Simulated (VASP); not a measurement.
# TiPt3 (Pm-3m) in VASP: a series of runs

Runs on TiPt3. Level: PBEsol. Tasks: relaxation of cell and atoms, single point.

Everything below comes from runs of VASP 6.6.1. Logs are shortened: lines on timing, memory, paths and dates and some standing lists are left out, and cuts for length are marked.

### Step 1. The cell of the first run

It takes space group Pm-3m (No. 221, cubic). The conventional cell has a = 3.897 Å, b = 3.897 Å, c = 3.897 Å, α = 90.00°, β = 90.00°, γ = 90.00°. Within 3.6 Å of Pt (site symmetry 4/mmm) lie 8 Pt at 2.76 Å and 4 Ti at 2.76 Å. Within 3.6 Å of Ti (site symmetry m-3m) lie 12 Pt at 2.76 Å.

### Step 2. Relaxation of cell and atoms, PBEsol, target pressure 5 GPa, at which the enthalpy is minimised

Input file INCAR:

```
SYSTEM = TiPt3
ALGO = Normal ; EDIFF = 1E-6
EDIFFG = -0.02 ; ENCUT = 600
GGA = PS ; IBRION = 2
ISIF = 3 ; ISMEAR = -1
LASPH = .TRUE. ; LCHARG = .FALSE.
LREAL = .FALSE. ; LWAVE = .FALSE.
NELM = 100 ; NSW = 80
PREC = Accurate ; PSTRESS = 50.0
SIGMA = 0.05
```

Input file KPOINTS:

```
k-points
0
G
  7 7 7
  0 0 0
```

Input file POSCAR:

```
TiPt3
1.0
    3.8970000000      0.0000000000      0.0000000000
    0.0000000000      3.8970000000      0.0000000000
    0.0000000000      0.0000000000      3.8970000000
Pt Ti
3 1
Direct
    0.5000000000      0.5000000000      0.0000000000
    0.5000000000      0.0000000000      0.5000000000
    0.0000000000      0.5000000000      0.5000000000
    0.0000000000      0.0000000000      0.0000000000
```

Potentials or basis: VASP PAW PBE potentials, release 64 (Pt, Ti_sv).

Launch:

```console
> cat potpaw_PBE.64/Pt/POTCAR potpaw_PBE.64/Ti_sv/POTCAR > POTCAR
> mpirun -np 1 vasp_std > vasp.out
```

OUTCAR:

```text
SYSTEM = TiPt3
   EDIFF = 1E-6
   EDIFFG = -0.02
   ENCUT = 600
   GGA = PS
   IBRION = 2
   ISIF = 3
   ISMEAR = -1
   LASPH = .TRUE.
   LREAL = .FALSE.
   NELM = 100
   NSW = 80
   PREC = Accurate
   PSTRESS = 50.0

 ion  position               nearest neighbor table
   1  0.500  0.500  0.000-   2 2.76   3 2.76   4 2.76   2 2.76   3 2.76   2 2.76   4 2.76   2 2.76
                             3 2.76   4 2.76   3 2.76   4 2.76
   2  0.500  0.000  0.500-   1 2.76   3 2.76   4 2.76   1 2.76   4 2.76   1 2.76   3 2.76   1 2.76
                             3 2.76   4 2.76   4 2.76   3 2.76
   3  0.000  0.500  0.500-   1 2.76   2 2.76   4 2.76   1 2.76   4 2.76   2 2.76   4 2.76   4 2.76
                             1 2.76   2 2.76   1 2.76   2 2.76
   4  0.000  0.000  0.000-   1 2.76   2 2.76   3 2.76   2 2.76   3 2.76   1 2.76   3 2.76   3 2.76
                             1 2.76   2 2.76   2 2.76   1 2.76

  LATTYP: Found a simple cubic cell.
 ALAT       =     3.8970000000

  Lattice vectors:

 A1 = (   3.8970000000,   0.0000000000,   0.0000000000)
 A2 = (   0.0000000000,   3.8970000000,   0.0000000000)
 A3 = (   0.0000000000,   0.0000000000,   3.8970000000)

Analysis of symmetry for initial positions (statically):
=====================================================================
 Subroutine PRICEL returns:
 Original cell was already a primitive cell.

 Routine SETGRP: Setting up the symmetry group for a
 simple cubic supercell.

 Subroutine GETGRP returns: Found 48 space group operations
 (whereof 48 operations were pure point group operations)
 out of a pool of 48 trial point group operations.

The static configuration has the point symmetry O_h .

Analysis of symmetry for dynamics (positions and initial velocities):
=====================================================================
 Subroutine PRICEL returns:
 Original cell was already a primitive cell.

 Routine SETGRP: Setting up the symmetry group for a
 simple cubic supercell.

 Subroutine GETGRP returns: Found 48 space group operations
 (whereof 48 operations were pure point group operations)
 out of a pool of 48 trial point group operations.

The dynamic configuration has the point symmetry O_h .

 Subroutine INISYM returns: Found 48 space group operations
 (whereof 48 operations are pure point group operations),
 and found     1 'primitive' translations

----------------------------------------------------------------------------------------

                                     Primitive cell

  volume of cell :      59.1822

  direct lattice vectors                    reciprocal lattice vectors
     3.897000000  0.000000000  0.000000000     0.256607647  0.000000000  0.000000000
     0.000000000  3.897000000  0.000000000     0.000000000  0.256607647  0.000000000
     0.000000000  0.000000000  3.897000000     0.000000000  0.000000000  0.256607647

  length of vectors
     3.897000000  3.897000000  3.897000000     0.256607647  0.256607647  0.256607647

  position of ions in fractional coordinates (direct lattice)
     0.500000000  0.500000000  0.000000000
     0.500000000  0.000000000  0.500000000
     0.000000000  0.500000000  0.500000000
     0.000000000  0.000000000  0.000000000

  ion indices of the primitive-cell ions
   primitive index   ion index
                 1           1
                 2           2
                 3           3
                 4           4

----------------------------------------------------------------------------------------

 KPOINTS: k-points

Automatic generation of k-mesh.
 Grid dimensions read from file:
 generate k-points for:    7    7    7

 Generating k-lattice:

  Cartesian coordinates                     Fractional coordinates (reciprocal lattice)
     0.036658235  0.000000000  0.000000000     0.142857143  0.000000000  0.000000000
     0.000000000  0.036658235  0.000000000     0.000000000  0.142857143  0.000000000
     0.000000000  0.000000000  0.036658235     0.000000000  0.000000000  0.142857143

  Length of vectors
     0.036658235  0.036658235  0.036658235

  Shift w.r.t. Gamma in fractional coordinates (k-lattice)
     0.000000000  0.000000000  0.000000000

 Subroutine IBZKPT returns following result:
 ===========================================

 Found     20 irreducible k-points:

 Following reciprocal coordinates:
            Coordinates               Weight
  0.000000  0.000000  0.000000      1.000000
  0.142857  0.000000  0.000000      6.000000
  0.285714  0.000000  0.000000      6.000000
  0.428571  0.000000  0.000000      6.000000
  0.142857  0.142857  0.000000     12.000000
  0.285714  0.142857  0.000000     24.000000
[... 12 lines left out ...]
  0.428571  0.428571  0.285714     24.000000
  0.428571  0.428571  0.428571      8.000000
   k-points           NKPTS =     20   k-points in BZ     NKDIM =     20   number of bands    NBANDS=     25
   number of dos      NEDOS =    301   number of ions     NIONS =      4
   total plane-waves  NPLWV =  32768
   dimension x,y,z NGX =    32 NGY =   32 NGZ =   32
   dimension x,y,z NGXF=    64 NGYF=   64 NGZF=   64
   ions per type =               3   1
   NGX,Y,Z   is equivalent  to a cutoff of  13.65, 13.65, 13.65 a.u.
   NGXF,Y,Z  is equivalent  to a cutoff of  27.30, 27.30, 27.30 a.u.
 SYSTEM =  TiPt3
   PREC   = accura    normal or accurate (medium, high low for compatibility)
   ISTART =      0    job   : 0-new  1-cont  2-samecut
   ICHARG =      2    charge: 1-file 2-atom 10-const
   ISPIN  =      1    spin polarized calculation?
   LNONCOLLINEAR =      F non collinear calculations
   LSORBIT =      F    spin-orbit coupling
   LASPH  =      T    aspherical Exc in radial PAW
   ENCUT  =  600.0 eV  44.10 Ry    6.64 a.u.   7.78  7.78  7.78*2*pi/ulx,y,z
   NELM   =    100;   NELMIN=  2; NELMDL= -5     # of ELM steps
   EDIFF  = 0.1E-05   stopping-criterion for ELM
   LREAL  =      F    real-space projection
   EDIFFG = -.2E-01   stopping-criterion for IOM
   NSW    =     80    number of steps for IOM
   IBRION =      2    ionic relax: 0-MD 1-quasi-New 2-CG
   NFREE  =      1    steps in history (QN), initial steepest desc. (CG)
   ISIF   =      3    stress and relaxation
   ISYM   =      2    0-nonsym 1-usesym 2-fastsym
   POTIM  = 0.5000    time-step for ionic-motion
   TEBEG  =    0.0;   TEEND  =   0.0 temperature during run
   PSTRESS=   50.0 pullay stress
   NELECT =      42.0000    total number of electrons
   NUPDOWN=      -1.0000    fix difference up-down
   EMIN   =  10.00;   EMAX   =-10.00  energy-range for DOS
   EFERMI =   0.00;   METHOD = LEGACY
   ISMEAR =    -1;   SIGMA  =   0.05  broadening in eV -4-tet -1-fermi 0-gaus
   EFERMI_NEDOS =   21; number of points for ismear=-14 and -15
   IALGO  =     38    algorithm
   IMIX   =      4    mixing-type and parameters
     AMIX     =   0.40;   BMIX     =  1.00
     AMIX_MAG =   1.60;   BMIX_MAG =  1.00
  volume/ion in A,a.u.               =      14.80        99.85
  Fermi-wavevector in a.u.,A,eV,Ry     =   1.460251  2.759474 29.012153  2.132333
  Thomas-Fermi vector in A             =   2.576723
   LORBIT       =      0    0 simple, 1 ext, 2 COOP (PROOUT), +10 PAW based schemes
   GGA     = PS    functional components
   LHFCALC =     F    Hartree Fock is set to
   AEXX    =    0.0000 exact exchange contribution
   IVDW    =     0    specifies the selected vdW correction
   LEPSILON=     F    determine dielectric tensor
   LRPA    =     F    only Hartree local field effects (RPA)
 conjugate gradient relaxation of ions
 non-spin polarized calculation
  energy-cutoff  :      600.00
  volume of cell :       59.18
 maximum number of plane-waves:      1991
 NGX is ok and might be reduce to    32
   NGX = 15   NGY = 15   NGZ = 15

--------------------------------------- Ionic step        1  -------------------------------------------

 number of electron      41.9999998 magnetization

 Free energy of the ion-electron system (eV)
  ---------------------------------------------------
  ext. energy  EPLUGINS =         0.00000000
  ---------------------------------------------------
  free energy    TOTEN  =       -32.75811301 eV

  energy without entropy =      -32.74494431  energy(sigma->0) =      -32.75152866

------------------------ aborting loop because EDIFF is reached ----------------------------------------

  FORCE on cell =-STRESS in cart. coord.  units (eV):
  Direction    XX          YY          ZZ          XY          YZ          ZX
  --------------------------------------------------------------------------------------
  -------------------------------------------------------------------------------------
  Total        0.1032505      0.1032505      0.1032505     -0.0000000      0.0000000     -0.0000000
  in kB        2.7951902      2.7951902      2.7951902     -0.0000000      0.0000000     -0.0000000
  external PRESSURE =     -47.2048098 kB  Pullay stress =      50.0000000 kB

 VOLUME and BASIS-vectors are now :
 -----------------------------------------------------------------------------
  energy-cutoff  :      600.00
  volume of cell :       59.18
      direct lattice vectors                 reciprocal lattice vectors
     3.897000000  0.000000000  0.000000000     0.256607647  0.000000000  0.000000000
     0.000000000  3.897000000  0.000000000     0.000000000  0.256607647  0.000000000
     0.000000000  0.000000000  3.897000000     0.000000000  0.000000000  0.256607647
[... 50 lines left out ...]
  FREE ENERGIE OF THE ION-ELECTRON SYSTEM (eV)
  ---------------------------------------------------
  free  energy   TOTEN  =       -32.5370760675 eV

  energy  without entropy=      -32.5240023735  energy(sigma->0) =      -32.53053922

  enthalpy is  TOTEN    =       -30.8042344671 eV   P V=        1.7328416004

--------------------------------------- Ionic step        3  -------------------------------------------

 number of electron      42.0000005 magnetization

 Free energy of the ion-electron system (eV)
  ---------------------------------------------------
  ext. energy  EPLUGINS =         0.00000000
  ---------------------------------------------------
  free energy    TOTEN  =       -32.74261061 eV

  energy without entropy =      -32.72935560  energy(sigma->0) =      -32.73598311

 E-fermi :  12.0364     XC(G=0): -13.5190

 val. band max:       11.8890375124   @ k =   0.4286   0.0000   0.0000
 cond. band min:      12.0638154025   @ k =   0.0000   0.0000   0.0000
 fundamental gap:      0.1747778901
 Fermi energy:        12.0363774715

 k-point     1 :       0.0000    0.0000    0.0000
  band No.  band energies     occupation
      1     -45.8966      2.00000
      2     -22.2250      2.00000
      3     -22.2250      2.00000
      4     -22.2250      2.00000
      5       1.5523      2.00000
      6       4.3706      2.00000
[... 17 lines left out ...]
     24      13.5408      0.00000
     25      13.5408      0.00000
[... 552 lines left out ...]
 POSITION                                       TOTAL-FORCE (eV/Angst)
 -----------------------------------------------------------------------------------
      1.93777      1.93777     -0.00000        -0.000000     -0.000000      0.000000
      1.93777     -0.00000      1.93777        -0.000000      0.000000      0.000000
      0.00000      1.93777      1.93777         0.000000      0.000000      0.000000
      0.00000      0.00000      0.00000        -0.000000     -0.000000      0.000000
 -----------------------------------------------------------------------------------
    total drift:                                0.000000     -0.000000     -0.000000

  FREE ENERGIE OF THE ION-ELECTRON SYSTEM (eV)
  ---------------------------------------------------
  free  energy   TOTEN  =       -32.7426106148 eV

  energy  without entropy=      -32.7293556023  energy(sigma->0) =      -32.73598311

  enthalpy is  TOTEN    =       -30.9260201557 eV   P V=        1.8165904591

 reached required accuracy - stopping structural energy minimisation
```

Wall time 83 s (1 thread of Intel Xeon Platinum 8259CL at 2.50GHz (Skylake/Cascade Lake), shared host); peak memory 0.2 GiB.

What came out:

| Property | Result |
| --- | --- |
| Free energy | -32.7426 eV |
| Relaxed volume | 14.55 Å³/atom |
| Relaxed cell | a = 3.876 Å, b = 3.876 Å, c = 3.876 Å, α = 90.00°, β = 90.00°, γ = 90.00° |
| Space group after relaxing (to 0.05 Å) | Pm-3m (No. 221) |
| Energy change on relaxing (the enthalpy is what falls) | +3.9 meV/atom |
| Ionic steps | 3 |
| Pressure after relaxing | 4.9 GPa |
| Band gap on the k mesh | zero (band 21 reaches 13.46 eV, above the bottom of band 22 at 11.89 eV) |

The path:
| step | energy change (eV) | largest force (eV/Å) | pressure (GPa) | volume (Å³) |
| --- | --- | --- | --- | --- |
| 1 | 0.0000 | 0.0000 | 0.28 | 59.18 |
| 2 | 0.2210 | 0.0000 | 20.33 | 55.53 |
| 3 | 0.0155 | 0.0000 | 4.92 | 58.21 |

Final structure:
```cif
data_structure
_symmetry_space_group_name_H-M 'P 1'
_symmetry_Int_Tables_number 1
_cell_length_a 3.8755
_cell_length_b 3.8755
_cell_length_c 3.8755
_cell_angle_alpha 90.000
_cell_angle_beta 90.000
_cell_angle_gamma 90.000
_cell_volume 58.21
loop_
_atom_site_label
_atom_site_type_symbol
_atom_site_fract_x
_atom_site_fract_y
_atom_site_fract_z
_atom_site_occupancy
Pt1 Pt 0.50000 0.50000 0.00000 1
Pt2 Pt 0.50000 0.00000 0.50000 1
Pt3 Pt 0.00000 0.50000 0.50000 1
Ti1 Ti 0.00000 0.00000 0.00000 1
```

Caveat: the cell is relaxed towards a set pressure, so the enthalpy falls and the energy may rise; the PAW data sets were made with another functional, which shifts forces and pressure a little; spin-orbit coupling is left out, which moves the levels of the heavy elements.

(Part 1 of 3 ends here.)
